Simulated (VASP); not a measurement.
Crystal: Fe.

```xyz
1
Lattice="-1.4135 1.4135 1.4135 1.4135 -1.4135 1.4135 1.4135 1.4135 -1.4135" Properties=species:S:1:pos:R:3 pbc="T T T"
Fe    0.0000    0.0000    0.0000
```

Base run:

| Quantity | Value |
| --- | --- |
| Program | VASP 6.6.1 |
| Functional | r2SCAN |
| Dispersion | D4 |
| Potentials or basis | VASP PAW PBE potentials, release 64 (Fe) |
| Cutoff | 520 eV |
| k mesh | 13 × 13 × 13 |
| Occupations | fermi-dirac, width 0.05 eV |
| Spin | collinear spin, ferromagnetic start |
| Starting moments | [3.0] μB |

Its results: pressure 7.2 GPa; net moment 2.64 μB per cell; site moments Fe +2.69 μB.

**Question.** The run is repeated on the same cell with these changes: dispersion from D4 to none. What comes out?

**Answer.** Pressure 8.7 GPa; net moment 2.64 μB per cell; site moments Fe +2.69 μB.

Dispersion adds attraction, which lowers the pressure at fixed volume and, as a term added to the energy, leaves the levels alone.

Caveats: the PAW data sets were made with another functional, which shifts forces and pressure a little; pairwise dispersion overbinds metals, which lowers pressure and volume (some runs).
